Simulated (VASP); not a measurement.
Sc: relaxation of shape and atoms at fixed volume with PBE

The system is Sc.

```
CELL_PARAMETERS angstrom
-2.16269 2.16269 1.19120
2.16269 -2.16269 1.19120
2.16269 2.16269 -1.19120
ATOMIC_POSITIONS crystal
Sc 0.62500 0.87500 0.75000
Sc 0.37500 0.12500 0.25000
```

* Program: VASP 6.6.1
* Task: relaxation of shape and atoms at fixed volume
* Functional: PBE
* Potentials or basis: VASP PAW PBE potentials, release 64 (Sc_sv)
* Cutoff: 600 eV
* k mesh: 14 × 14 × 14
* Occupations: fermi-dirac, width 0.08 eV
* Spin: no spin polarisation
* Dipole correction: no
* Further INCAR settings: ALGO = Normal; EDIFF = 1e-07; IBRION = 2; EDIFFG = -0.005; NSW = 50; ISIF = 4

| Quantity | Value |
| --- | --- |
| Energy gained by relaxing | 103.0 meV/atom |
| Ionic steps | 5 |
| Pressure after relaxing | 122.6 GPa |
| Band gap on the k mesh | zero (bands 11 and 12 overlap by 3.02 eV) |

Step by step:
```csv
step,energy change (eV),largest force (eV/Å),pressure (GPa),volume (Å³)
1,0.0000,0.0000,127.22,22.29
2,-0.1980,0.0000,123.11,22.29
3,-0.2060,0.0000,122.65,22.29
4,-0.2061,0.0000,122.62,22.29
5,-0.2061,0.0000,122.63,22.29
```

Final structure:
```
CELL_PARAMETERS angstrom
-2.07372 2.07372 1.29562
2.07372 -2.07372 1.29562
2.07372 2.07372 -1.29562
ATOMIC_POSITIONS crystal
Sc 0.62500 0.87500 0.75000
Sc 0.37500 0.12500 0.25000
```

Levels at points of the mesh, in eV from the Fermi level:
| k point | band 7 | band 8 | band 9 | band 10 | band 11 | band 12 | band 13 | band 14 | band 15 |
| --- | --- | --- | --- | --- | --- | --- | --- | --- | --- |
| (0.00, 0.00, 0.00) | -24.95 | -24.95 | -5.12 | -4.52 | -0.71 | 0.07 | 1.82 | 3.70 | 3.70 |
| (0.50, 0.00, 0.00) | -25.89 | -24.91 | -3.44 | -2.69 | -0.78 | 1.24 | 2.68 | 4.39 | 4.42 |
| (0.50, 0.50, 0.00) | -25.36 | -25.36 | -2.51 | -2.51 | 0.28 | 0.28 | 2.19 | 2.19 | 5.29 |
| (0.50, 0.50, 0.50) | -24.30 | -24.30 | -1.61 | -1.61 | 2.09 | 2.09 | 3.35 | 3.35 | 4.60 |

It took 11 min on 1 thread of Intel Xeon 8259CL, on a shared host, peak memory 0.23 GiB.
